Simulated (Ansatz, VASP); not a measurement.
One calculation of PbO, two programs

INCAR

```
PREC = Accurate ; ENCUT = 600
EDIFF = 1E-6 ; ISMEAR = -1
SIGMA = 0.02 ; LREAL = False
LASPH = True ; NELM = 120
ALGO = Normal ; ISIF = 2
LWAVE = False ; LCHARG = False
GGA = PE ; NBANDS = 17
GGA_COMPAT = False
```

Contents of KPOINTS:

```
regular mesh
0
Gamma
  8 8 8
```

POSCAR

```
PbO
1.0
    0.0000000000      2.7204223115      2.5361164145
    2.7204223115      0.0000000000      2.5361164145
    2.7204223115      2.7204223115      0.0000000000
Pb O
1 1
Direct
    0.0000000000      0.0000000000      0.0000000000
    0.5000000000      0.5000000000      0.5000000000
```

Input for Ansatz:

```yaml
crystal:
  lattice:
    - [0.0, 2.7204223115, 2.5361164145]
    - [2.7204223115, 0.0, 2.5361164145]
    - [2.7204223115, 2.7204223115, 0.0]
  atoms:
    - { symbol: Pb, position: [0.0, 0.0, 0.0] }
    - { symbol: O, position: [0.5, 0.5, 0.5] }
kpoints:
  mp_grid: { grid: [8, 8, 8] }
  band_path:
    path:
      - [0.0, 0.0, 0.0]
      - [0.5, 0.0, 0.5]
      - [0.625, 0.25, 0.625]
      - [0.375, 0.375, 0.75]
      - [0.5, 0.5, 0.5]
      - [0.5, 0.25, 0.75]
      - [0.5, 0.45, 0.55]
      - [-0.040039, 0.040039, 0.5]
      - [-0.065918, -0.055339, 0.454915]
    npoints: 1
hamiltonian:
  xc: pbe
scf:
  occupations: { method: fermi_dirac, width: 0.02 }
  n_extra_bands: 4
output:
  forces: true
  stress: true
  eigenvalues: true
```

Change from the starting cell: epitaxial_xy strain +4.4%.

Alike in both runs: task single point; functional PBE; k mesh 8 × 8 × 8; occupations fermi-dirac, width 0.02 eV; no spin polarisation.

|  | VASP | Ansatz |
| --- | --- | --- |
| version | VASP 6.6.1 | Ansatz 0.2.0 |
| potentials or method | VASP PAW PBE potentials, release 64 (Pb_d, O) | plane waves, PAW |
| plane-wave cutoff (eV) | 600 | 420 |
| valence electrons in the cell | 20 | 20 |

```tsv
	VASP	Ansatz	Ansatz less VASP
pressure (GPa)	-1.6	-1.6	+0.08
traceless stress, the component that is largest in VASP (GPa)	4.34	4.29	-0.050
```

The functional is the same, so the differences come from potentials, cutoffs and numerics.

Neither program's run includes spin-orbit coupling.
